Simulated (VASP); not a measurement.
A run of VASP 6.6.1:

INCAR

```
SYSTEM = LuSeO3F
  ALGO = Normal
  EDIFF = 1E-7
  ENCUT = 520
  GGA = PS
  ISIF = 2
  ISMEAR = -1
  LASPH = .True.
  LCHARG = .False.
  LREAL = Auto
  LWAVE = .False.
  NBANDS = 130
  NELM = 80
  PREC = Accurate
  SIGMA = 0.05
```

The input KPOINTS:

```
k-points
0
Gamma
  1 1 2
  0 0 0
```

File POSCAR:

```
LuSeO3F
1.0
   -4.2994010000     -6.9267470000      0.0000000000
    4.2994010000     -6.9267470000      0.0000000000
   -0.6014240000      0.0000000000      6.5004590000
Lu Se O F
4 4 12 4
Direct
    0.0992440098      0.6460842085      0.6218330121
    0.8950061871      0.3556385961      0.3625436296
    0.6037495068      0.1537056161      0.6431084328
    0.4003204329      0.8489239815      0.3766503258
    0.7854465769      0.4646640450      0.8515244847
    0.2151030914      0.5400710185      0.1401131828
    0.3002023773      0.9394704446      0.8477709036
    0.7015404359      0.0432391843      0.1439898321
    0.0660707623      0.6960185706      0.9919761051
    0.9148431961      0.3211193705      0.0223522677
    0.9478365007      0.4869206804      0.6789520555
    0.2331075435      0.6992348677      0.3233463975
    0.0657817675      0.5124983400      0.3016402380
    0.7548691279      0.3148826618      0.6860746295
    0.5590318095      0.1769269313      0.9761464537
    0.4081144718      0.8322657529      0.0508733306
    0.4574510096      0.9729318238      0.6783213308
    0.7291767663      0.1919338214      0.3241924916
    0.5678962016      0.0136754943      0.3473139358
    0.2976307224      0.7783433243      0.6765214579
    0.3428605002      0.4164714055      0.6389548800
    0.6643804144      0.6218221855      0.3600207308
    0.8667050623      0.8855604672      0.6096646406
    0.1304449125      0.0910010274      0.3738043729
```

Potentials or basis: VASP PAW PBE potentials, release 64 (Lu, Se, O, F).

The run is started by

```bash
$ cat potpaw_PBE.64/Lu/POTCAR potpaw_PBE.64/Se/POTCAR potpaw_PBE.64/O/POTCAR potpaw_PBE.64/F/POTCAR > POTCAR
$ mpirun -np 1 vasp_std > vasp.out
```

Hardware: 1 thread of Intel(R) Xeon(R) Platinum 8259CL CPU @ 2.50GHz (Skylake/Cascade Lake), with other jobs on the host.

How long does it take, and how much memory?

It took 4.9 min on 1 thread of Intel(R) Xeon(R) Platinum 8259CL CPU @ 2.50GHz (Skylake/Cascade Lake) (shared host), peak memory 0.52 GiB. Counts: scf iterations 21, k points 2.
